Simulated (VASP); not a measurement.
# Te2Mo in VASP: notebook, part 2 of 2

VASP 6.6.1. The steps go on from the part before.

## 3. Single point, r2SCAN

This run uses another cell than the first one, of 24.96 Å³/atom.

Contents of POSCAR:

```
Te2Mo
1.0
    3.5182000000      0.0000000000      0.0000000000
   -1.7591000000      3.0468505756      0.0000000000
    0.0000000000      0.0000000000     13.9736000000
Te Mo
4 2
Direct
    0.6666666667      0.3333333333      0.3790000000
    0.3333333333      0.6666666667      0.8790000000
    0.6666666667      0.3333333333      0.1210000000
    0.3333333333      0.6666666667      0.6210000000
    0.6666666667      0.3333333333      0.7500000000
    0.3333333333      0.6666666667      0.2500000000
```

Contents of INCAR.step1:

```
SYSTEM = Te2Mo
ALGO     = Normal         ! electronic algorithm
EDIFF    = 1E-4           ! SCF threshold, eV
ENCUT    = 520            ! plane-wave cutoff, eV
GGA      = PE             ! functional
ISMEAR   = 0              ! smearing method
LASPH    = .TRUE.         ! aspherical terms in the spheres
LCHARG   = .FALSE.        ! write CHGCAR
LREAL    = .FALSE.        ! projectors in reciprocal space
LWAVE    = .TRUE.         ! write WAVECAR
NBANDS   = 35             ! bands
NELM     = 100            ! most SCF steps
PREC     = Accurate       ! precision mode
SIGMA    = 0.02           ! smearing width, eV
```

Contents of INCAR.step2:

```
SYSTEM = Te2Mo
ALGO     = Normal         ! electronic algorithm
EDIFF    = 1E-6           ! SCF threshold, eV
ENCUT    = 520            ! plane-wave cutoff, eV
ISIF     = 2              ! what is computed and relaxed
ISMEAR   = 0              ! smearing method
ISTART   = 1            
LASPH    = .TRUE.         ! aspherical terms in the spheres
LCHARG   = .TRUE.         ! write CHGCAR
LELF     = .TRUE.         ! ELF
LMIXTAU  = .TRUE.       
LREAL    = .FALSE.        ! projectors in reciprocal space
LVHAR    = .TRUE.       
LWAVE    = .FALSE.        ! write WAVECAR
METAGGA  = R2SCAN         ! meta-GGA
NBANDS   = 35             ! bands
NELM     = 100            ! most SCF steps
PREC     = Accurate       ! precision mode
SIGMA    = 0.02           ! smearing width, eV
```

Contents of KPOINTS:

```
k-points
0
G
  10 10 3
  0 0 0
```

Potentials or basis: VASP PAW PBE potentials, release 64 (Te, Mo_sv).

Command:

```console
cat potpaw_PBE.64/Te/POTCAR potpaw_PBE.64/Mo_sv/POTCAR > POTCAR
cp INCAR.step1 INCAR
mpirun -np 1 vasp_std > vasp.out
cp INCAR.step2 INCAR
mpirun -np 1 vasp_std > vasp.out
```

Wall time 3.9 min (1 thread of Intel Xeon 6975P-C (Granite Rapids), shared host); peak memory 0.38 GiB.

Results (log left out):

```
Free energy            : -155.5865 eV
Pressure               : 2.4 GPa
Largest force          : 0.052 eV/Å
Band gap on the k mesh : 0.81 eV (least direct gap 1.25 eV)
```

Forces on the atoms (eV/Å):
```
Te   0.000  0.000 -0.052
Te   0.000  0.000 -0.052
Te   0.000  0.000  0.052
Te   0.000  0.000  0.052
Mo   0.000  0.000  0.000
Mo   0.000  0.000  0.000
```

Stress tensor (GPa, compression positive):
```
2.56 0.00 0.00
0.00 2.56 0.00
0.00 0.00 1.95
```

Levels at points of the mesh, in eV from the valence-band top:
| k point | band 23 | band 24 | band 25 | band 26 | band 27 | band 28 | band 29 | band 30 |
| --- | --- | --- | --- | --- | --- | --- | --- | --- |
| (0.00, 0.00, 0.00) | -1.12 | -1.08 | -0.42 | 0.00 | 3.02 | 3.02 | 3.15 | 3.15 |
| (0.50, 0.00, 0.00) | -1.06 | -1.00 | -0.72 | -0.43 | 1.35 | 1.41 | 1.58 | 1.91 |

Caveat: the PAW data sets were made with another functional, which shifts forces and pressure a little; spin-orbit coupling is left out, which moves the levels of the heavy elements; an odd mesh through Γ misses points on the zone boundary, where band edges can lie.

## 4. Single point, r2SCAN

This run uses another cell than the first one, of 25.71 Å³/atom.

POSCAR, as its differences from that of step 3:

```diff
@@ -2,5 +2,5 @@
 1.0
-    3.5182000000      0.0000000000      0.0000000000
-   -1.7591000000      3.0468505756      0.0000000000
-    0.0000000000      0.0000000000     13.9736000000
+    3.5530359289      0.0000000000      0.0000000000
+   -1.7765179645      3.0770193750      0.0000000000
+    0.0000000000      0.0000000000     14.1119614736
 Te Mo
```

Contents of INCAR.step1:

```
PREC = Accurate
ENCUT = 520
ISMEAR = 0
SIGMA = 0.02
LREAL = F
LASPH = T
NELM = 100
NBANDS = 35
GGA = PE
ALGO = Normal
EDIFF = 1E-4
LWAVE = T
LCHARG = F
```

Contents of INCAR.step2:

```
PREC = Accurate
ENCUT = 520
EDIFF = 1E-6
ISMEAR = 0
SIGMA = 0.02
LREAL = F
LASPH = T
NELM = 100
ALGO = Normal
ISIF = 2
LWAVE = F
LCHARG = T
METAGGA = R2SCAN
LMIXTAU = T
LELF = T
LVHAR = T
NBANDS = 35
ISTART = 1
```

Contents of KPOINTS:

```
regular mesh
0
Gamma
  10 10 3
```

Command:

```console
cat potpaw_PBE.64/Te/POTCAR potpaw_PBE.64/Mo_sv/POTCAR > POTCAR
cp INCAR.step1 INCAR
mpirun -np 1 vasp_std > vasp.out
cp INCAR.step2 INCAR
mpirun -np 1 vasp_std > vasp.out
```

Run time: 4.3 min. Hardware: 1 thread of Intel Xeon 6975P-C (Granite Rapids), shared host; peak memory 0.38 GiB.

It converged, with:

```
Free energy            : -155.6093 eV
Pressure               : -0.7 GPa
Largest force          : 0.447 eV/Å
Band gap on the k mesh : 0.83 eV (least direct gap 1.20 eV)
```

Forces on the atoms (eV/Å):
```
Te   0.000  0.000 -0.447
Te   0.000  0.000 -0.447
Te   0.000  0.000  0.447
Te   0.000  0.000  0.447
Mo   0.000  0.000  0.000
Mo   0.000  0.000  0.000
```

Stress tensor (GPa, compression positive):
```
-0.23  0.00  0.00
 0.00 -0.23  0.00
 0.00  0.00 -1.55
```

Levels at points of the mesh, in eV from the valence-band top:
| k point | band 22 | band 23 | band 24 | band 25 | band 26 | band 27 | band 28 | band 29 | band 30 | band 31 |
| --- | --- | --- | --- | --- | --- | --- | --- | --- | --- | --- |
| (0.00, 0.00, 0.00) | -1.07 | -1.07 | -0.99 | -0.44 | 0.00 | 2.91 | 2.91 | 3.04 | 3.04 | 3.12 |
| (0.50, 0.00, 0.00) | -1.91 | -0.98 | -0.93 | -0.71 | -0.44 | 1.32 | 1.37 | 1.54 | 1.85 | 2.79 |

Caveat: the PAW data sets were made with another functional, which shifts forces and pressure a little; spin-orbit coupling is left out, which moves the levels of the heavy elements; an odd mesh through Γ misses points on the zone boundary, where band edges can lie.

## 5. Single point, r2SCAN

This run uses another cell than the first one, of 24.96 Å³/atom.

Contents of POSCAR:

```
Te2Mo
1.0
    3.5182000000      0.0000000000      0.0000000000
   -1.7591000000      3.0468505756      0.0000000000
    0.0000000000      0.0000000000     13.9736000000
Te Mo
4 2
Direct
    0.6666666667      0.3333333333      0.3861563520
    0.3333333333      0.6666666667      0.8790000000
    0.6666666667      0.3333333333      0.1210000000
    0.3333333333      0.6666666667      0.6210000000
    0.6666666667      0.3333333333      0.7500000000
    0.3333333333      0.6666666667      0.2500000000
```

Contents of INCAR.step1:

```
SYSTEM = Te2Mo
PREC = Accurate
ENCUT = 520
ISMEAR = 0
SIGMA = 0.02
LREAL = .FALSE.
LASPH = .TRUE.
NELM = 60
NBANDS = 35
GGA = PE
ALGO = Normal
EDIFF = 1E-4
LWAVE = .TRUE.
LCHARG = .FALSE.
```

Contents of INCAR.step2:

```
SYSTEM = Te2Mo
PREC = Accurate
ENCUT = 520
EDIFF = 1E-7
ISMEAR = 0
SIGMA = 0.02
LREAL = .FALSE.
LASPH = .TRUE.
NELM = 60
ALGO = Normal
ISIF = 2
LWAVE = .FALSE.
LCHARG = .TRUE.
METAGGA = R2SCAN
LMIXTAU = .TRUE.
LELF = .TRUE.
LVHAR = .TRUE.
NBANDS = 35
ISTART = 1
```

Contents of KPOINTS:

```
Automatic mesh
0
G
  10 10 3
  0 0 0
```

Command:

```console
cat potpaw_PBE.64/Te/POTCAR potpaw_PBE.64/Mo_sv/POTCAR > POTCAR
cp INCAR.step1 INCAR
mpirun -np 1 vasp_std > vasp.out
cp INCAR.step2 INCAR
mpirun -np 1 vasp_std > vasp.out
```

Wall time 5.7 min (1 thread of Intel Xeon 6975P-C (Granite Rapids), shared host); peak memory 0.41 GiB.

Results (log left out):

- Free energy: -155.5211 eV
- Pressure: 1.0 GPa
- Largest force: 1.204 eV/Å
- Band gap on the k mesh: 0.77 eV (least direct gap 1.21 eV)

Forces on the atoms (eV/Å):
```
Te   0.000  0.000 -1.204
Te   0.000  0.000 -0.047
Te   0.000  0.000  0.214
Te   0.000  0.000  0.106
Mo   0.000  0.000 -0.006
Mo   0.000  0.000  0.938
```

Stress tensor (GPa, compression positive):
```
 1.73  0.00  0.00
 0.00  1.73  0.00
 0.00  0.00 -0.39
```

Levels at points of the mesh, in eV from the valence-band top:
```csv
k point,band 22,band 23,band 24,band 25,band 26,band 27,band 28,band 29,band 30,band 31
"(0.00, 0.00, 0.00)",-1.10,-0.93,-0.93,-0.39,0.00,2.97,2.97,3.13,3.13,3.26
"(0.50, 0.00, 0.00)",-1.98,-1.05,-0.96,-0.69,-0.32,1.36,1.47,1.57,1.93,2.79
```

Caveat: the PAW data sets were made with another functional, which shifts forces and pressure a little; spin-orbit coupling is left out, which moves the levels of the heavy elements; an odd mesh through Γ misses points on the zone boundary, where band edges can lie.

## 6. Summary

| cell | gap on the mesh (eV) | pressure (GPa) | largest force (eV/Å) |
| --- | --- | --- | --- |
| a = 3.483, b = 3.483, c = 13.832 Å, angles 90.0, 90.0, 120.0°, 6 atoms, atomic positions A | 0.80 | 5.9 | 0.39 |
| a = 3.518, b = 3.518, c = 13.974 Å, angles 90.0, 90.0, 120.0°, 6 atoms, atomic positions A | 0.81 | 2.4 | 0.05 |
| a = 3.553, b = 3.553, c = 14.112 Å, angles 90.0, 90.0, 120.0°, 6 atoms, atomic positions A | 0.83 | -0.7 | 0.45 |
| a = 3.518, b = 3.518, c = 13.974 Å, angles 90.0, 90.0, 120.0°, 6 atoms, atomic positions B | 0.77 | 1.0 | 1.20 |

Alike in all rows: task single point; level r2SCAN; potentials or basis VASP PAW PBE potentials, release 64 (Te, Mo_sv); no spin polarisation; k mesh 10 × 10 × 3; cutoff (eV) 520; smearing gaussian 0.02 eV.

Caveats: the PAW data sets were made with another functional, which shifts forces and pressure a little; spin-orbit coupling is left out, which moves the levels of the heavy elements; an odd mesh through Γ misses points on the zone boundary, where band edges can lie; the cell stands under pressure (at least some runs).

Total energies depend on the potentials used, so only differences within one code and one set of settings carry meaning.

## 7. How close it comes

Step 4. Against the measured gap of Te2Mo, 0.88 eV (indirect; 300 K; quoted in “Broadband infrared study of pressure-tunable Fano resonance and metallization transition in 2H-MoTe2”, 2022, pmc:9569381), the calculated 0.83 eV is off by -0.05 eV. Spin-orbit coupling on Mo, Te is left out. The value is that of r2SCAN on a finite k mesh, which can miss the band edges, without temperature or zero-point motion.
